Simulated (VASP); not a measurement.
Set up this calculation in VASP 6.6.1, as the native input.

```
Task                   : single point
Functional             : PBE
Potentials or basis    : VASP PAW PBE potentials, release 64 (Cd_sv_GW, Ga_d, O)
Cutoff                 : 700 eV
k mesh                 : 12 × 12 × 4
Occupations            : gaussian, width 0.1 eV
Spin                   : no spin polarisation
Dipole correction      : no
Further INCAR settings : ALGO = Normal; EDIFF = 1e-06; NBANDS = 55
```

The structure of Cd3Ga2O lies in POSCAR:

```
Cd3Ga2O
1.0
    3.3893904938      0.0000000000      0.0000000000
   -1.6946952469      2.9352982709      0.0000000000
    0.0000000000      0.0000000000     12.7521634576
Cd Ga O
3 2 1
Direct
    0.0000000000      0.0000000000      0.2212549104
    0.6666666667      0.3333333333      0.5985103877
    0.3333333333      0.6666666667      0.8482946946
    0.0000000000      0.0000000000      0.0121792118
    0.6666666667      0.3333333333      0.3894920965
    0.3333333333      0.6666666667      0.6802686891
```

The cell was generated, and may not be a known phase.

These files were run (other wordings do the same):

INCAR

```
PREC = Accurate
ENCUT = 700
EDIFF = 1E-6
ISMEAR = 0
SIGMA = 0.1
LREAL = F
LASPH = T
NELM = 120
ALGO = Normal
ISIF = 2
LWAVE = F
LCHARG = F
GGA = PE
NBANDS = 55
GGA_COMPAT = F
```

KPOINTS

```
regular mesh
0
Gamma
  12 12 4
```

Potentials or basis: VASP PAW PBE potentials, release 64 (Cd_sv_GW, Ga_d, O).

Run with:

```console
$ cat potpaw_PBE.64/Cd_sv_GW/POTCAR potpaw_PBE.64/Ga_d/POTCAR potpaw_PBE.64/O/POTCAR > POTCAR
$ mpirun -np 1 vasp_std > vasp.out
```

It gave:

The pressure is 0.0 GPa and the largest force is 0.004 eV/Å. The band gap on the k mesh is zero (bands 46 and 47 overlap by 2.10 eV).

It took 22 min on 1 thread of Intel(R) Xeon(R) Platinum 8488C (Sapphire Rapids), with other jobs on the host, peak memory 0.77 GiB.
